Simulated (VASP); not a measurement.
Crystal: TiH5.

```
Ti H
1.0
     3.10000    0.00000    0.00000
     0.00000    3.10000    0.00000
     0.00000    0.00000   10.50000
Ti H
2 10
Direct
  0.50000 0.00000 0.10500
  0.00000 0.50000 0.89500
  0.50000 0.50000 0.20500
  0.00000 0.00000 0.20500
  0.50000 0.50000 0.79500
  0.00000 0.00000 0.79500
  0.50000 0.50000 0.00000
  0.00000 0.00000 0.00000
  0.00000 0.50000 0.61500
  0.00000 0.50000 0.54400
  0.50000 0.00000 0.38500
  0.50000 0.00000 0.45600
```

| Quantity | Value |
| --- | --- |
| Program | VASP 6.6.1 |
| Task | relaxation of cell and atoms |
| Functional | PBE |
| Potentials or basis | VASP PAW PBE potentials, release 64 (Ti_sv, H) |
| Cutoff | 600 eV |
| k mesh | 5 × 5 × 2 |
| Occupations | gaussian, width 0.2 eV |
| Spin | no spin polarisation |

At the start: pressure 0.1 GPa; volume 8.41 Å³/atom.

How do energy, volume and symmetry change on relaxing?

Over 5 steps the energy falls by 8.9 meV/atom; space group P4/nmm (No. 129, to 0.1 Å) before and after.

The path:
```
step  energy change (eV)  largest force (eV/Å)  pressure (GPa)  volume (Å³)
   1              0.0000                1.4069            0.10       100.91
   2             -0.0978                0.5242           -0.37       100.98
   3             -0.1001                0.4412           -0.35       100.97
   4             -0.0858                0.8677            0.93       100.72
   5             -0.1067                0.0669            0.10       100.88
```

Final structure:
```cif
data_structure
_symmetry_space_group_name_H-M 'P 1'
_symmetry_Int_Tables_number 1
_cell_length_a 3.0893
_cell_length_b 3.0893
_cell_length_c 10.5697
_cell_angle_alpha 90.000
_cell_angle_beta 90.000
_cell_angle_gamma 90.000
_cell_volume 100.88
loop_
_atom_site_label
_atom_site_type_symbol
_atom_site_fract_x
_atom_site_fract_y
_atom_site_fract_z
_atom_site_occupancy
Ti1 Ti 0.50000 0.00000 0.11107 1
Ti2 Ti 0.00000 0.50000 0.88893 1
H1 H 0.50000 0.50000 0.20358 1
H2 H 0.00000 0.00000 0.20358 1
H3 H 0.50000 0.50000 0.79642 1
H4 H 0.00000 0.00000 0.79642 1
H5 H 0.50000 0.50000 0.00000 1
H6 H 0.00000 0.00000 0.00000 1
H7 H 0.00000 0.50000 0.61504 1
H8 H 0.00000 0.50000 0.54410 1
H9 H 0.50000 0.00000 0.38496 1
H10 H 0.50000 0.00000 0.45590 1
```

Caveat: the k points lie up to 0.41 Å⁻¹ apart in the final cell, too coarse for converged energies and pressures of a metal; the relaxation stopped at a loose force limit of 0.08 eV/Å, so its end isn't a converged minimum.
